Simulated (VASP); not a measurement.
# Ga (Cmce) in VASP: notebook

Runs on Ga. Level: PBE. Tasks: density of states, electric field gradients.

All numbers are computed with VASP 6.6.1; they aren't measurements. Logs are shortened: lines on timing, memory, paths and dates and some standing lists are left out, and cuts for length are marked.

## Step 1: The cell of the first run

Symmetry: Cmce, No. 64, orthorhombic system. The conventional cell has a = 4.511 Å, b = 7.645 Å, c = 4.517 Å, α = 90.00°, β = 90.00°, γ = 90.00°. Ga (site symmetry m) has 7 Ga at 2.44 to 2.79 Å within 3.2 Å.

## Step 2: Density of states, PBE

POSCAR

```
Ga
1.0
    2.2553500000     -3.8224000000      0.0000000000
    2.2553500000      3.8224000000      0.0000000000
    0.0000000000      0.0000000000      4.5167000000
Ga
4
Direct
    0.1525000000      0.8475000000      0.0785000000
    0.6525000000      0.3475000000      0.4215000000
    0.8475000000      0.1525000000      0.9215000000
    0.3475000000      0.6525000000      0.5785000000
```

INCAR.step1

```
SYSTEM = Ga
  PREC = Accurate
  ENCUT = 520
  EDIFF = 1E-7
  ISMEAR = -1
  SIGMA = 0.03
  LREAL = .False.
  LASPH = .True.
  NELM = 100
  ALGO = Normal
  ISIF = 2
  LWAVE = .False.
  LCHARG = .True.
  GGA = PE
  NBANDS = 34
```

KPOINTS.step1

```
regular mesh
0
Gamma
  11 11 9
  0 0 0
```

INCAR.step2

```
SYSTEM = Ga
  PREC = Accurate
  ENCUT = 520
  EDIFF = 1E-7
  ISMEAR = -5
  SIGMA = 0.03
  LREAL = .False.
  LASPH = .True.
  NELM = 100
  ALGO = Normal
  ISIF = 2
  LWAVE = .False.
  LCHARG = .False.
  GGA = PE
  LORBIT = 11
  NBANDS = 34
  NEDOS = 2001
  ICHARG = 11
```

KPOINTS.step2

```
regular mesh
0
Gamma
  17 17 14
  0 0 0
```

Potentials or basis: VASP PAW PBE potentials, release 64 (Ga_d).

Run with:

```console
$ cat potpaw_PBE.64/Ga_d/POTCAR > POTCAR
$ cp INCAR.step1 INCAR
$ cp KPOINTS.step1 KPOINTS
$ mpirun -np 1 vasp_std > vasp.out
$ cp INCAR.step2 INCAR
$ cp KPOINTS.step2 KPOINTS
$ mpirun -np 1 vasp_std > vasp.out
```

OUTCAR:

```text
SYSTEM = Ga
   PREC = Accurate
   ENCUT = 520
   EDIFF = 1E-7
   ISMEAR = -5
   LREAL = .False.
   LASPH = .True.
   NELM = 100
   ISIF = 2
   GGA = PE
   LORBIT = 11
   ICHARG = 11

 ion  position               nearest neighbor table
   1  0.153  0.847  0.078-   3 2.44   4 2.71   4 2.71   2 2.74   2 2.74   3 2.79   3 2.79
   2  0.653  0.347  0.422-   4 2.44   3 2.71   3 2.71   1 2.74   1 2.74   4 2.79   4 2.79
   3  0.847  0.153  0.922-   1 2.44   2 2.71   2 2.71   4 2.74   4 2.74   1 2.79   1 2.79
   4  0.347  0.653  0.578-   2 2.44   1 2.71   1 2.71   3 2.74   3 2.74   2 2.79   2 2.79

  LATTYP: Found a base centered orthorhombic cell.
 ALAT       =     4.5107000000
 B/A-ratio  =     1.6948145521
 C/A-ratio  =     1.0013301705

  Lattice vectors:

 A1 = (   2.2553500000,  -3.8224000000,   0.0000000000)
 A2 = (   2.2553500000,   3.8224000000,   0.0000000000)
 A3 = (   0.0000000000,   0.0000000000,   4.5167000000)

Analysis of symmetry for initial positions (statically):
=====================================================================
 Subroutine PRICEL returns:
 Original cell was already a primitive cell.

 Routine SETGRP: Setting up the symmetry group for a
 base centered orthorhombic supercell.

 Subroutine GETGRP returns: Found  8 space group operations
 (whereof  4 operations were pure point group operations)
 out of a pool of  8 trial point group operations.

The static configuration has the point symmetry C_2h.
 The point group associated with its full space group is D_2h.

Analysis of symmetry for dynamics (positions and initial velocities):
=====================================================================
 Subroutine PRICEL returns:
 Original cell was already a primitive cell.

 Routine SETGRP: Setting up the symmetry group for a
 base centered orthorhombic supercell.

 Subroutine GETGRP returns: Found  8 space group operations
 (whereof  4 operations were pure point group operations)
 out of a pool of  8 trial point group operations.

The dynamic configuration has the point symmetry C_2h.
 The point group associated with its full space group is D_2h.

 Subroutine INISYM returns: Found  8 space group operations
 (whereof  4 operations are pure point group operations),
 and found     1 'primitive' translations

----------------------------------------------------------------------------------------

                                     Primitive cell

  volume of cell :      77.8756

  direct lattice vectors                    reciprocal lattice vectors
     2.255350000 -3.822400000  0.000000000     0.221695081 -0.130807869  0.000000000
     2.255350000  3.822400000  0.000000000     0.221695081  0.130807869  0.000000000
     0.000000000  0.000000000  4.516700000     0.000000000  0.000000000  0.221400580

  length of vectors
     4.438169148  4.438169148  4.516700000     0.257409028  0.257409028  0.221400580

  position of ions in fractional coordinates (direct lattice)
     0.152500000  0.847500000  0.078500000
     0.652500000  0.347500000  0.421500000
     0.847500000  0.152500000  0.921500000
     0.347500000  0.652500000  0.578500000

  ion indices of the primitive-cell ions
   primitive index   ion index
                 1           1
                 2           2
                 3           3
                 4           4

----------------------------------------------------------------------------------------

 KPOINTS: regular mesh

Automatic generation of k-mesh.
 Grid dimensions read from file:
 generate k-points for:   17   17   14

 Generating k-lattice:

  Cartesian coordinates                     Fractional coordinates (reciprocal lattice)
     0.013040887 -0.007694581  0.000000000     0.058823529  0.000000000  0.000000000
     0.013040887  0.007694581  0.000000000     0.000000000  0.058823529  0.000000000
     0.000000000  0.000000000  0.015814327     0.000000000  0.000000000  0.071428571

  Length of vectors
     0.015141708  0.015141708  0.015814327

  Shift w.r.t. Gamma in fractional coordinates (k-lattice)
     0.000000000  0.000000000  0.000000000

 TETIRR: Found   6069 inequivalent tetrahedra from    24276

 Subroutine IBZKPT returns following result:
 ===========================================

 Found    648 irreducible k-points:

 Following reciprocal coordinates:
            Coordinates               Weight
  0.000000  0.000000  0.000000      1.000000
  0.058824  0.000000  0.000000      4.000000
  0.117647  0.000000  0.000000      4.000000
  0.176471  0.000000  0.000000      4.000000
  0.235294  0.000000  0.000000      4.000000
  0.294118  0.000000  0.000000      4.000000
[... 16 lines left out ...]
 -0.176471  0.058824  0.000000      4.000000
 -0.117647  0.058824  0.000000      4.000000
 [... further k-points ...]
   k-points           NKPTS =    648   k-points in BZ     NKDIM =    648   number of bands    NBANDS=     34
   number of dos      NEDOS =   2001   number of ions     NIONS =      4
   total plane-waves  NPLWV =  46656
   dimension x,y,z NGX =    36 NGY =   36 NGZ =   36
   dimension x,y,z NGXF=    72 NGYF=   72 NGZF=   72
   ions per type =               4
   NGX,Y,Z   is equivalent  to a cutoff of  13.48, 13.48, 13.25 a.u.
   NGXF,Y,Z  is equivalent  to a cutoff of  26.97, 26.97, 26.50 a.u.
 SYSTEM =  Ga
   PREC   = accura    normal or accurate (medium, high low for compatibility)
   ISTART =      0    job   : 0-new  1-cont  2-samecut
   ICHARG =     11    charge: 1-file 2-atom 10-const
   ISPIN  =      1    spin polarized calculation?
   LNONCOLLINEAR =      F non collinear calculations
   LSORBIT =      F    spin-orbit coupling
   LASPH  =      T    aspherical Exc in radial PAW
   ENCUT  =  520.0 eV  38.22 Ry    6.18 a.u.   8.25  8.25  8.40*2*pi/ulx,y,z
   NELM   =    100;   NELMIN=  2; NELMDL=  0     # of ELM steps
   EDIFF  = 0.1E-06   stopping-criterion for ELM
   LREAL  =      F    real-space projection
   EDIFFG = 0.1E-05   stopping-criterion for IOM
   NSW    =      0    number of steps for IOM
   IBRION =     -1    ionic relax: 0-MD 1-quasi-New 2-CG
   NFREE  =      0    steps in history (QN), initial steepest desc. (CG)
   ISIF   =      2    stress and relaxation
   ISYM   =      2    0-nonsym 1-usesym 2-fastsym
   POTIM  = 0.5000    time-step for ionic-motion
   TEBEG  =    0.0;   TEEND  =   0.0 temperature during run
   PSTRESS=    0.0 pullay stress
   NELECT =      52.0000    total number of electrons
   NUPDOWN=      -1.0000    fix difference up-down
   EMIN   =  10.00;   EMAX   =-10.00  energy-range for DOS
   EFERMI =   0.00;   METHOD = LEGACY
   ISMEAR =    -5;   SIGMA  =   0.03  broadening in eV -4-tet -1-fermi 0-gaus
   EFERMI_NEDOS =   21; number of points for ismear=-14 and -15
   IALGO  =     38    algorithm
   IMIX   =      4    mixing-type and parameters
     AMIX     =   0.40;   BMIX     =  1.00
     AMIX_MAG =   1.60;   BMIX_MAG =  1.00
  volume/ion in A,a.u.               =      19.47       131.38
  Fermi-wavevector in a.u.,A,eV,Ry     =   1.430899  2.704006 27.857529  2.047471
  Thomas-Fermi vector in A             =   2.550694
   LORBIT       =     11    0 simple, 1 ext, 2 COOP (PROOUT), +10 PAW based schemes
   GGA     = PE    functional components
   LHFCALC =     F    Hartree Fock is set to
   AEXX    =    0.0000 exact exchange contribution
   IVDW    =     0    specifies the selected vdW correction
   LEPSILON=     F    determine dielectric tensor
   LRPA    =     F    only Hartree local field effects (RPA)
 non-spin polarized calculation
 Fermi weights with tetrahedron method with Bloechl corrections
  energy-cutoff  :      520.00
  volume of cell :       77.88
 maximum number of plane-waves:      2117
 NGX is ok and might be reduce to    36

 number of electron      52.0000009 magnetization

 Free energy of the ion-electron system (eV)
  ---------------------------------------------------
  ext. energy  EPLUGINS =         0.00000000
  ---------------------------------------------------
  free energy    TOTEN  =       -11.57895424 eV

  energy without entropy =      -11.57895424  energy(sigma->0) =      -11.57895424

 E-fermi :   5.0915     XC(G=0): -10.6829

 val. band max:        5.2323232683   @ k =  -0.1765   0.1765   0.4286
 cond. band min:       4.9783257965   @ k =  -0.2353   0.2353   0.5000
 fundamental gap:     -0.2539974718
 Fermi energy:         5.0914887397

 k-point     1 :       0.0000    0.0000    0.0000
  band No.  band energies     occupation
      1     -10.0709      2.00000
      2     -10.0624      2.00000
      3     -10.0619      2.00000
      4     -10.0367      2.00000
      5      -9.9831      2.00000
      6      -9.9521      2.00000
[... 26 lines left out ...]
     33      11.8225      0.00000
     34      12.3800      0.00000

 k-point     2 :       0.0588    0.0000    0.0000
  band No.  band energies     occupation
      1     -10.0694      2.00000
      2     -10.0664      2.00000
      3     -10.0590      2.00000
      4     -10.0384      2.00000
      5      -9.9801      2.00000
      6      -9.9517      2.00000
[... 26 lines left out ...]
     33      12.1728      0.00000
     34      12.1959      0.00000

 k-point     3 :       0.1176    0.0000    0.0000
  band No.  band energies     occupation
      1     -10.0703      2.00000
      2     -10.0652      2.00000
      3     -10.0577      2.00000
      4     -10.0428      2.00000
      5      -9.9727      2.00000
      6      -9.9502      2.00000
[... 26 lines left out ...]
     33      11.7772      0.00000
     34      12.7090      0.00000
[... 704 lines left out ...]
 k-point    23 :      -0.1765    0.0588    0.0000
  band No.  band energies     occupation
      1     -10.0704      2.00000
      2     -10.0651      2.00000
      3     -10.0570      2.00000
      4     -10.0490      2.00000
      5      -9.9751      2.00000
      6      -9.9543      2.00000
[... 26 lines left out ...]
     33      11.3612      0.00000
     34      12.7429      0.00000

 k-point    24 :      -0.1176    0.0588    0.0000
  band No.  band energies     occupation
      1     -10.0680      2.00000
      2     -10.0668      2.00000
      3     -10.0577      2.00000
      4     -10.0463      2.00000
      5      -9.9788      2.00000
      6      -9.9553      2.00000
[... 26 lines left out ...]
     33      11.6910      0.00000
     34      12.0598      0.00000

 [... further k-points ...]

------------------------ aborting loop because EDIFF is reached ----------------------------------------

  FORCE on cell =-STRESS in cart. coord.  units (eV):
  Direction    XX          YY          ZZ          XY          YZ          ZX
  --------------------------------------------------------------------------------------
  -------------------------------------------------------------------------------------
  Total        0.4993700      1.9078150      0.7424936      0.0000000      0.0000000      0.0000000
  in kB       10.2738152     39.2505303     15.2757297      0.0000000      0.0000000      0.0000000
  external PRESSURE =      21.6000251 kB  Pullay stress =       0.0000000 kB

 VOLUME and BASIS-vectors are now :
 -----------------------------------------------------------------------------
  energy-cutoff  :      520.00
  volume of cell :       77.88
      direct lattice vectors                 reciprocal lattice vectors
     2.255350000 -3.822400000  0.000000000     0.221695081 -0.130807869  0.000000000
     2.255350000  3.822400000  0.000000000     0.221695081  0.130807869  0.000000000
     0.000000000  0.000000000  4.516700000     0.000000000  0.000000000  0.221400580

 POSITION                                       TOTAL-FORCE (eV/Angst)
 -----------------------------------------------------------------------------------
      2.25535      2.65657      0.35456         0.000000     -0.437620      0.121699
      2.25535     -1.16583      1.90379         0.000000     -0.437620     -0.121699
      2.25535     -2.65657      4.16214         0.000000      0.437620     -0.121699
      2.25535      1.16583      2.61291         0.000000      0.437620      0.121699
 -----------------------------------------------------------------------------------
    total drift:                                0.000000      0.000000     -0.000000

  FREE ENERGIE OF THE ION-ELECTRON SYSTEM (eV)
  ---------------------------------------------------
  free  energy   TOTEN  =       -11.5789542427 eV

  energy  without entropy=      -11.5789542427  energy(sigma->0) =      -11.57895424

 total charge

# of ion       s       p       d       tot
------------------------------------------
    1        0.955   0.716   9.957  11.628
    2        0.955   0.716   9.957  11.628
    3        0.955   0.716   9.957  11.628
    4        0.955   0.716   9.957  11.628
--------------------------------------------------
tot          3.822   2.864  39.828  46.514
```

Wall time 28 min (1 thread of Intel Xeon Platinum 8488C (Sapphire Rapids), shared host); peak memory 1.1 GiB.

Results:

- Valence electrons inside the program's atomic spheres: Ga 11.63

Caveat: tetrahedron occupations give inexact forces and stress in metals.

(Continued in part 2 of 2.)
